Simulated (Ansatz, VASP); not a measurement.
**HfO2 in VASP and in Ansatz**

INCAR

```
SYSTEM = HfO2
ALGO     = Normal         ! electronic algorithm
EDIFF    = 1E-8           ! SCF threshold, eV
ENCUT    = 520            ! plane-wave cutoff, eV
GGA      = CA             ! functional
ISIF     = 2              ! what is computed and relaxed
ISMEAR   = -1             ! smearing method
LASPH    = .True.         ! aspherical terms in the spheres
LCHARG   = .False.        ! write CHGCAR
LEFG     = .True.       
LREAL    = .False.        ! projectors in reciprocal space
LWAVE    = .False.        ! write WAVECAR
NBANDS   = 18             ! bands
NELM     = 80             ! most SCF steps
PREC     = Accurate       ! precision mode
SIGMA    = 0.01           ! smearing width, eV
```

File KPOINTS:

```
k-points
0
Gamma
  9 9 9
  0 0 0
```

The input POSCAR:

```
HfO2
1.0
    0.0000000000      2.5229349520      2.5229349520
    2.5229349520      0.0000000000      2.5229349520
    2.5229349520      2.5229349520      0.0000000000
Hf O
1 2
Direct
    0.0000000000      0.0000000000      0.0000000000
    0.2500000000      0.2500000000      0.2500000000
    0.7500000000      0.7500000000      0.7500000000
```

Input for Ansatz:

```yaml
crystal:
  lattice:
    - [0.0, 2.522934952, 2.522934952]
    - [2.522934952, 0.0, 2.522934952]
    - [2.522934952, 2.522934952, 0.0]
  atoms:
    - { symbol: Hf, position: [0.0, 0.0, 0.0] }
    - { symbol: O, position: [0.25, 0.25, 0.25] }
    - { symbol: O, position: [0.75, 0.75, 0.75] }
kpoints:
  mp_grid: { grid: [9, 9, 9] }
scf:
  occupations: { method: fermi_dirac, width: 0.01 }
hamiltonian:
  xc: lda
  pseudopotentials: { kind: all_electron, datasets: crystal }
output:
  forces: true
  stress: true
  eigenvalues: true
  efg: { contact_densities: true }
```

Change from the starting cell: volume scaled by 0.96, crystal datasets.

Alike in both runs: task electric field gradients; functional LDA; k mesh 9 × 9 × 9; occupations fermi-dirac, width 0.01 eV; no spin polarisation.

|  | VASP | Ansatz |
| --- | --- | --- |
| version | VASP 6.6.1 | Ansatz 0.2.0 |
| potentials or method | VASP PAW LDA potentials, release 64 (Hf_pv, O), cutoff 520 eV | all-electron PAW with datasets made for the crystal, scalar-relativistic |

|  | VASP | Ansatz | Ansatz less VASP |
| --- | --- | --- | --- |
| gap on the k mesh at the Fermi level (eV) | 3.75 | 3.71 | -0.036 |
| pressure (GPa) | -10.2 | -7.0 | +3.16 |

LDA's correlation is that of Perdew and Zunger in VASP and of Perdew and Wang (1992) in Ansatz. Ansatz ran all-electron here, and VASP with PAW potentials.

Neither program's run includes spin-orbit coupling.
